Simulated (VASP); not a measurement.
A run of VASP 6.6.1:

The input INCAR:

```
SYSTEM = HgTe
PREC     = Accurate       ! precision mode
ENCUT    = 520            ! plane-wave cutoff, eV
EDIFF    = 1E-6           ! SCF threshold, eV
ISMEAR   = 0              ! smearing method
SIGMA    = 0.1            ! smearing width, eV
LREAL    = .FALSE.        ! projectors in reciprocal space
LASPH    = .TRUE.         ! aspherical terms in the spheres
NELM     = 80             ! most SCF steps
ALGO     = Normal         ! electronic algorithm
ISIF     = 2              ! what is computed and relaxed
LWAVE    = .FALSE.        ! write WAVECAR
LCHARG   = .FALSE.        ! write CHGCAR
GGA      = PE             ! functional
IVDW     = 12             ! dispersion correction
NBANDS   = 26             ! bands
```

The input KPOINTS:

```
Automatic mesh
0
G
  4 4 4
  0 0 0
```

The input POSCAR:

```
HgTe
1.0
    4.8320256119      0.0000000000      0.0000000000
    0.0000000000      4.8320256119      0.0000000000
    0.0000000000      0.0000000000      4.9053070497
Hg Te
2 2
Direct
    0.0000000000      0.0000000000      0.0000000000
    0.5000000000      0.5000000000      0.0000000000
    0.0000000000      0.5000000000      0.3430961359
    0.5000000000      0.0000000000      0.6569038641
```

Potentials or basis: VASP PAW PBE potentials, release 64 (Hg, Te).

Run with:

```sh
$ cat potpaw_PBE.64/Hg/POTCAR potpaw_PBE.64/Te/POTCAR > POTCAR
$ mpirun -np 1 vasp_std > vasp.out
```

Hardware: 1 thread of Intel(R) Xeon(R) Platinum 8488C (Sapphire Rapids) (shared host).

Q: Estimate the wall time of this run.

A: It took 31 s on 1 thread of Intel(R) Xeon(R) Platinum 8488C (Sapphire Rapids) (shared host), peak memory 0.23 GiB. Counts: scf iterations 15, k points 18.
